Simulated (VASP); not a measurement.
A run of VASP 6.6.1 is set up as follows.

INCAR

```
SYSTEM = Na2B5
PREC = Accurate
ENCUT = 600
EDIFF = 1E-6
ISMEAR = 0
SIGMA = 0.1
LREAL = .FALSE.
LASPH = .TRUE.
NELM = 100
ALGO = Normal
ISIF = 3
LWAVE = .FALSE.
LCHARG = .FALSE.
GGA = PE
IBRION = 2
NSW = 90
EDIFFG = -0.04
```

The input KPOINTS:

```
Automatic mesh
0
G
  4 4 4
  0 0 0
```

Contents of POSCAR:

```
Na2B5
1.0
    3.8894688500      0.0000000000      0.0000000000
    0.0000000000      3.8894688500      0.0000000000
    0.0000000000      0.0000000000      4.9471092000
Na B
2 5
Direct
    0.5000000000      0.5000000000      0.2458123100
    0.5000000000      0.5000000000      0.7541876900
    0.3534075000      0.0000000000      0.0000000000
    0.6465925000      0.0000000000      0.0000000000
    0.0000000000      0.3534075000      0.0000000000
    0.0000000000      0.6465925000      0.0000000000
    0.0000000000      0.0000000000      0.0000000000
```

Potentials or basis: VASP PAW PBE potentials, release 64 (Na_pv, B).

Launch:

```console
$ cat potpaw_PBE.64/Na_pv/POTCAR potpaw_PBE.64/B/POTCAR > POTCAR
$ mpirun -np 1 vasp_std > vasp.out
```

Q: What does it give for the band gap on the k mesh?

A: Zero (an odd number of electrons rules out a gap without spin polarisation).

Q: Estimate the space group after relaxing (to 0.1 Å).

A: P4/mmm (No. 123).

Q: Predict the relaxed cell.

A: a = 4.643 Å, b = 4.643 Å, c = 6.982 Å, α = 90.00°, β = 90.00°, γ = 90.00°.

Q: Predict the relaxed volume.

A: 21.50 Å³/atom.

Final structure:
```
Na B
1.0
     4.64321    0.00000    0.00000
     0.00000    4.64321    0.00000
     0.00000    0.00000    6.98230
Na B
2 5
Cartesian
  2.3216 2.3216 1.5742
  2.3216 2.3216 5.4081
  1.5503 0.0000 0.0000
  3.0929 0.0000 0.0000
  0.0000 1.5503 0.0000
  0.0000 3.0929 0.0000
  0.0000 0.0000 0.0000
```

Caveat: the k points lie up to 0.34 Å⁻¹ apart in the final cell, too coarse for converged energies and pressures of a metal; the volume moved by over 15 % at a fixed basis, so the end points are rough.
